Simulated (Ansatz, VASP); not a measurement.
# Two plane-wave programs on MgB2

```
Mg B
1.0
     3.08500    0.00000    0.00000
    -1.54250    2.67169    0.00000
     0.00000    0.00000    3.52300
Mg B
1 2
Direct
  0.00000 0.00000 0.00000
  0.33333 0.66667 0.50000
  0.66667 0.33333 0.50000
```

Alike in both runs: task electric field gradients; functional LDA; k mesh 17 × 17 × 13; occupations fermi-dirac, width 0.05 eV; no spin polarisation.

```csv
,VASP,Ansatz
version,VASP 6.6.1,Ansatz 0.2.0
potentials or method,"VASP PAW LDA potentials, release 64 (Mg, B)","plane-wave PAW, scalar-relativistic"
plane-wave cutoff (eV),520,420
valence electrons in the cell,8,16
```

```csv
,VASP,Ansatz,Ansatz less VASP
pressure (GPa),-8.2,-7.6,+0.59
"traceless stress, the component that is largest in VASP (GPa)",1.42,1.49,+0.074
size of Vzz on the site where it differs most (V/Å²),19.7,17.4,-2.30
```

LDA's correlation is that of Perdew and Zunger in VASP and of Perdew and Wang (1992) in Ansatz. VASP's potentials hold 8 valence electrons a cell and Ansatz's 16, so a difference there can come from the potentials and not from the codes.
